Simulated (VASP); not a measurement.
Input of a VASP 6.6.1 run:

INCAR

```
ALGO     = Normal         # electronic algorithm
EDIFF    = 1E-6           # SCF threshold, eV
ENCUT    = 600            # plane-wave cutoff, eV
GGA      = RE             # functional
GGA_COMPAT= False        
ISIF     = 2              # what is computed and relaxed
ISMEAR   = 0              # smearing method
ISPIN    = 2              # spin polarisation
LASPH    = True           # aspherical terms in the spheres
LCHARG   = False          # write CHGCAR
LMAXMIX  = 4              # l up to which the mixer works
LORBIT   = 11             # projections on sites
LREAL    = False          # projectors in reciprocal space
LWAVE    = False          # write WAVECAR
MAGMOM   = 0.3 0          # initial moments
NBANDS   = 20             # bands
NELM     = 200            # most SCF steps
PREC     = Accurate       # precision mode
SIGMA    = 0.1            # smearing width, eV
```

Contents of KPOINTS:

```
k-points
0
Gamma
  6 6 6
```

Contents of POSCAR:

```
VN
1.0
    0.0000000000      2.0624650000      2.0624650000
    2.0624650000      0.0000000000      2.0624650000
    2.0624650000      2.0624650000      0.0000000000
V N
1 1
Direct
    0.0000000000      0.0000000000      0.0000000000
    0.5000000000      0.5000000000      0.5000000000
```

Potentials or basis: VASP PAW PBE potentials, release 64 (V_sv, N).

Run with:

```bash
$ cat potpaw_PBE.64/V_sv/POTCAR potpaw_PBE.64/N/POTCAR > POTCAR
$ mpirun -np 1 vasp_std > vasp.out
```

Estimate the net moment.

0.34 μB per cell.

Estimate the site moments.

V +0.34; N -0.01 μB.

What does it give for the pressure?

4.1 GPa.

Caveat: the k points lie up to 0.44 Å⁻¹ apart; the PAW data sets were made with another functional, which shifts forces and pressure a little.
